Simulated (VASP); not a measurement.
# FePb (P4/mmm) in VASP: settings compared, part 2 of 2

VASP 6.6.1. The steps go on from the part before.

## 3. Single point, LDA, collinear spin, ferromagnetic start

INCAR

```
SYSTEM = FePb
PREC     = Accurate       ! precision mode
ENCUT    = 520            ! plane-wave cutoff, eV
EDIFF    = 1E-7           ! SCF threshold, eV
ISMEAR   = -1             ! smearing method
SIGMA    = 0.1            ! smearing width, eV
LREAL    = .False.        ! projectors in reciprocal space
LASPH    = .True.         ! aspherical terms in the spheres
NELM     = 150            ! most SCF steps
ALGO     = Normal         ! electronic algorithm
ISIF     = 2              ! what is computed and relaxed
LWAVE    = .False.        ! write WAVECAR
LCHARG   = .False.        ! write CHGCAR
ISPIN    = 2              ! spin polarisation
MAGMOM   = 3 0            ! initial moments
LORBIT   = 11             ! projections on sites
LMAXMIX  = 4              ! l up to which the mixer works
GGA      = CA             ! functional
NBANDS   = 22             ! bands
```

KPOINTS

```
Automatic mesh
0
Gamma
  8 8 6
  0 0 0
```

POSCAR

```
FePb
1.0
    3.2000000000      0.0000000000      0.0000000000
    0.0000000000      3.2000000000      0.0000000000
    0.0000000000      0.0000000000      4.1000000000
Fe Pb
1 1
Direct
    0.0000000000      0.0000000000      0.0000000000
    0.5000000000      0.5000000000      0.5000000000
```

Potentials or basis: VASP PAW LDA potentials, release 64 (Fe, Pb_d).

Launch:

```
cat potpaw_LDA.64/Fe/POTCAR potpaw_LDA.64/Pb_d/POTCAR > POTCAR
mpirun -np 1 vasp_std > vasp.out
```

OUTCAR:

```text
SYSTEM = FePb
   PREC = Accurate
   ENCUT = 520
   EDIFF = 1E-7
   ISMEAR = -1
   LREAL = .False.
   LASPH = .True.
   NELM = 150
   ISIF = 2
   ISPIN = 2
   LORBIT = 11
   GGA = CA

 ion  position               nearest neighbor table
   1  0.000  0.000  0.000-   2 3.05   2 3.05   2 3.05   2 3.05   2 3.05   2 3.05   2 3.05   2 3.05

   2  0.500  0.500  0.500-   1 3.05   1 3.05   1 3.05   1 3.05   1 3.05   1 3.05   1 3.05   1 3.05

  LATTYP: Found a simple tetragonal cell.
 ALAT       =     3.2000000000
 C/A-ratio  =     1.2812500000

  Lattice vectors:

 A1 = (   3.2000000000,   0.0000000000,   0.0000000000)
 A2 = (   0.0000000000,   3.2000000000,   0.0000000000)
 A3 = (   0.0000000000,   0.0000000000,   4.1000000000)

Analysis of symmetry for initial positions (statically):
=====================================================================
 Subroutine PRICEL returns:
 Original cell was already a primitive cell.

 Routine SETGRP: Setting up the symmetry group for a
 simple tetragonal supercell.

 Subroutine GETGRP returns: Found 16 space group operations
 (whereof 16 operations were pure point group operations)
 out of a pool of 16 trial point group operations.

The static configuration has the point symmetry D_4h.

Analysis of symmetry for dynamics (positions and initial velocities):
=====================================================================
 Subroutine PRICEL returns:
 Original cell was already a primitive cell.

 Routine SETGRP: Setting up the symmetry group for a
 simple tetragonal supercell.

 Subroutine GETGRP returns: Found 16 space group operations
 (whereof 16 operations were pure point group operations)
 out of a pool of 16 trial point group operations.

The dynamic configuration has the point symmetry D_4h.

Analysis of structural, dynamic, and magnetic symmetry:
=====================================================================
 Subroutine PRICEL returns:
 Original cell was already a primitive cell.

 Routine SETGRP: Setting up the symmetry group for a
 simple tetragonal supercell.

 Subroutine GETGRP returns: Found 16 space group operations
 (whereof 16 operations were pure point group operations)
 out of a pool of 16 trial point group operations.

The overall configuration has the point symmetry D_4h.

 Subroutine INISYM returns: Found 16 space group operations
 (whereof 16 operations are pure point group operations),
 and found     1 'primitive' translations

----------------------------------------------------------------------------------------

                                     Primitive cell

  volume of cell :      41.9840

  direct lattice vectors                    reciprocal lattice vectors
     3.200000000  0.000000000  0.000000000     0.312500000  0.000000000  0.000000000
     0.000000000  3.200000000  0.000000000     0.000000000  0.312500000  0.000000000
     0.000000000  0.000000000  4.100000000     0.000000000  0.000000000  0.243902439

  length of vectors
     3.200000000  3.200000000  4.100000000     0.312500000  0.312500000  0.243902439

  position of ions in fractional coordinates (direct lattice)
     0.000000000  0.000000000  0.000000000
     0.500000000  0.500000000  0.500000000

  ion indices of the primitive-cell ions
   primitive index   ion index
                 1           1
                 2           2

[... 58 lines left out ...]
   ions per type =               1   1
   NGX,Y,Z   is equivalent  to a cutoff of  12.47, 12.47, 12.16 a.u.
   NGXF,Y,Z  is equivalent  to a cutoff of  24.94, 24.94, 24.33 a.u.
 SYSTEM =  FePb
   PREC   = accura    normal or accurate (medium, high low for compatibility)
   ISTART =      0    job   : 0-new  1-cont  2-samecut
   ICHARG =      2    charge: 1-file 2-atom 10-const
   ISPIN  =      2    spin polarized calculation?
   LNONCOLLINEAR =      F non collinear calculations
   LSORBIT =      F    spin-orbit coupling
   LASPH  =      T    aspherical Exc in radial PAW
   ENCUT  =  520.0 eV  38.22 Ry    6.18 a.u.   5.95  5.95  7.62*2*pi/ulx,y,z
   NELM   =    150;   NELMIN=  2; NELMDL= -5     # of ELM steps
   EDIFF  = 0.1E-06   stopping-criterion for ELM
   LREAL  =      F    real-space projection
   EDIFFG = 0.1E-05   stopping-criterion for IOM
   NSW    =      0    number of steps for IOM
   IBRION =     -1    ionic relax: 0-MD 1-quasi-New 2-CG
   NFREE  =      0    steps in history (QN), initial steepest desc. (CG)
   ISIF   =      2    stress and relaxation
   ISYM   =      2    0-nonsym 1-usesym 2-fastsym
   POTIM  = 0.5000    time-step for ionic-motion
   TEBEG  =    0.0;   TEEND  =   0.0 temperature during run
   PSTRESS=    0.0 pullay stress
   NELECT =      22.0000    total number of electrons
   NUPDOWN=      -1.0000    fix difference up-down
   EMIN   =  10.00;   EMAX   =-10.00  energy-range for DOS
   EFERMI =   0.00;   METHOD = LEGACY
   ISMEAR =    -1;   SIGMA  =   0.10  broadening in eV -4-tet -1-fermi 0-gaus
   EFERMI_NEDOS =   21; number of points for ismear=-14 and -15
   IALGO  =     38    algorithm
   IMIX   =      4    mixing-type and parameters
     AMIX     =   0.40;   BMIX     =  1.00
     AMIX_MAG =   1.60;   BMIX_MAG =  1.00
  volume/ion in A,a.u.               =      20.99       141.66
  Fermi-wavevector in a.u.,A,eV,Ry     =   1.319839  2.494135 23.701026  1.741976
  Thomas-Fermi vector in A             =   2.449709
   LORBIT       =     11    0 simple, 1 ext, 2 COOP (PROOUT), +10 PAW based schemes
   GGA     = CA    functional components
   LHFCALC =     F    Hartree Fock is set to
   AEXX    =    0.0000 exact exchange contribution
   IVDW    =     0    specifies the selected vdW correction
   LEPSILON=     F    determine dielectric tensor
   LRPA    =     F    only Hartree local field effects (RPA)
 spin polarized calculation
  energy-cutoff  :      520.00
  volume of cell :       41.98
 maximum number of plane-waves:      1155
 NGX is ok and might be reduce to    24
   NGX = 11   NGY = 11   NGZ = 15

 number of electron      22.0000012 magnetization       2.6960001

 Free energy of the ion-electron system (eV)
  ---------------------------------------------------
  ext. energy  EPLUGINS =         0.00000000
  ---------------------------------------------------
  free energy    TOTEN  =       -11.73484484 eV

  energy without entropy =      -11.62326289  energy(sigma->0) =      -11.67905386

 E-fermi :   6.7645     XC(G=0): -11.3546

 val. band max:        6.7558072329   @ k =   0.5000   0.5000   0.3333
 cond. band min:       6.7716168819   @ k =   0.5000   0.2500   0.0000
 fundamental gap:      0.0158096490
 Fermi energy:         6.7644632602

 spin component 1

 k-point     1 :       0.0000    0.0000    0.0000
  band No.  band energies     occupation
      1     -10.4654      1.00000
      2     -10.1747      1.00000
      3      -9.8848      1.00000
      4      -9.8848      1.00000
      5      -9.8378      1.00000
      6      -4.8659      1.00000
[... 589 lines left out ...]
     21      21.9868      0.00000
     22      22.6862      0.00000

 [... further k-points ...]

 spin component 2

 k-point     1 :       0.0000    0.0000    0.0000
  band No.  band energies     occupation
      1     -10.4678      1.00000
      2     -10.1796      1.00000
      3      -9.8855      1.00000
      4      -9.8855      1.00000
      5      -9.8360      1.00000
      6      -4.8114      1.00000
[... 589 lines left out ...]
     21      22.1685      0.00000
     22      23.0346      0.00000

 [... further k-points ...]
[... 5 lines left out ...]
  --------------------------------------------------------------------------------------
  -------------------------------------------------------------------------------------
  Total       -2.2305493     -2.2305493     -3.3679549      0.0000000      0.0000000      0.0000000
  in kB      -85.1213690    -85.1213690   -128.5266040      0.0000000      0.0000000      0.0000000
  external PRESSURE =     -99.5897807 kB  Pullay stress =       0.0000000 kB

 VOLUME and BASIS-vectors are now :
 -----------------------------------------------------------------------------
  energy-cutoff  :      520.00
  volume of cell :       41.98
      direct lattice vectors                 reciprocal lattice vectors
     3.200000000  0.000000000  0.000000000     0.312500000  0.000000000  0.000000000
     0.000000000  3.200000000  0.000000000     0.000000000  0.312500000  0.000000000
     0.000000000  0.000000000  4.100000000     0.000000000  0.000000000  0.243902439

 POSITION                                       TOTAL-FORCE (eV/Angst)
 -----------------------------------------------------------------------------------
      0.00000      0.00000      0.00000         0.000000      0.000000      0.000000
      1.60000      1.60000      2.05000         0.000000      0.000000      0.000000
 -----------------------------------------------------------------------------------
    total drift:                                0.000000      0.000000     -0.000000

  FREE ENERGIE OF THE ION-ELECTRON SYSTEM (eV)
  ---------------------------------------------------
  free  energy   TOTEN  =       -11.7348448369 eV

  energy  without entropy=      -11.6232628875  energy(sigma->0) =      -11.67905386

 total charge

# of ion       s       p       d       tot
------------------------------------------
    1        0.329   0.221   6.220   6.770
    2        1.322   0.906   9.824  12.052
--------------------------------------------------
tot          1.651   1.127  16.044  18.822

 magnetization (x)

# of ion       s       p       d       tot
------------------------------------------
    1        0.025   0.010   2.657   2.692
    2        0.031  -0.053  -0.001  -0.022
--------------------------------------------------
tot          0.056  -0.042   2.656   2.670
```

Run time: 70 s. Hardware: 1 thread of Intel Xeon Platinum 8259CL at 2.50GHz (Skylake/Cascade Lake), shared host; peak memory 0.2 GiB.

Results:

* Free energy: -11.7348 eV
* Pressure: -10.0 GPa
* Net moment: 2.70 μB per cell
* Site moments: Fe +2.69; Pb -0.02 μB
* Valence electrons inside the program's atomic spheres: Fe 6.77; Pb 12.05

Stress tensor (GPa, compression positive):
```
 -8.51   0.00   0.00
  0.00  -8.51   0.00
  0.00   0.00 -12.85
```

Caveat: the cell stands under tension; spin-orbit coupling is left out, which moves the levels of the heavy elements.
